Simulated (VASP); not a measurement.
Input of a VASP 6.6.1 run:

Contents of POSCAR:

```
SiC
1.0
   -0.0102284112      2.1668742926      2.1865184792
    2.1668742926     -0.0102284112      2.1865184792
    2.1566458813      2.1566458813      0.0000000000
Si C
1 1
Direct
   -0.0004814927     -0.0004814927      0.0004814927
    0.2504814927      0.2504814927      0.2495185073
```

The input INCAR.step1:

```
PREC = Accurate ; ENCUT = 500
EDIFF = 1E-8 ; ISMEAR = 0
SIGMA = 0.01 ; LREAL = False
LASPH = True ; NELM = 100
ALGO = Normal ; LWAVE = True
LCHARG = False ; GGA = PS
```

INCAR.step2

```
PREC = Accurate ; ENCUT = 500
EDIFF = 1E-8 ; ISMEAR = 0
SIGMA = 0.01 ; LREAL = False
LASPH = True ; NELM = 1
ALGO = Exact ; LWAVE = True
LCHARG = False ; GGA = PS
NBANDS = 50 ; LOPTICS = True
ISTART = 1
```

INCAR.step3

```
PREC = Accurate ; ENCUT = 500
EDIFF = 1E-8 ; ISMEAR = 0
SIGMA = 0.01 ; LREAL = False
LASPH = True ; ALGO = EVGW0
LWAVE = False ; LCHARG = False
GGA = PS ; NELMGW = 1
NBANDS = 50 ; ENCUTGW = 100.0
NOMEGA = 48 ; PRECFOCK = Fast
ISTART = 1 ; NBANDSGW = 12
```

Contents of KPOINTS:

```
regular mesh
0
Gamma
  6 6 6
```

Potentials or basis: VASP PAW PBE potentials, release 64 (Si_GW, C_GW).

The run is started by

```console
$ cat potpaw_PBE.64/Si_GW/POTCAR potpaw_PBE.64/C_GW/POTCAR > POTCAR
$ cp INCAR.step1 INCAR
$ mpirun -np 1 vasp_std > vasp.out
$ cp INCAR.step2 INCAR
$ mpirun -np 1 vasp_std > vasp.out
$ cp INCAR.step3 INCAR
$ mpirun -np 1 vasp_std > vasp.out
```

(1) Estimate the quasiparticle gap.

(2) Estimate the least direct quasiparticle gap.

(3) Predict the least direct gap of the starting levels on the mesh.

(4) What does it give for the band gap of the starting levels on the mesh?

## Answers

(1) 1.92 eV.

(2) 5.41 eV.

(3) 4.35 eV.

(4) 1.13 eV.

Caveat: the k points lie up to 0.42 Å⁻¹ apart; bands, screening cutoff and mesh are small and nothing is extrapolated, so the quasiparticle values aren't converged.
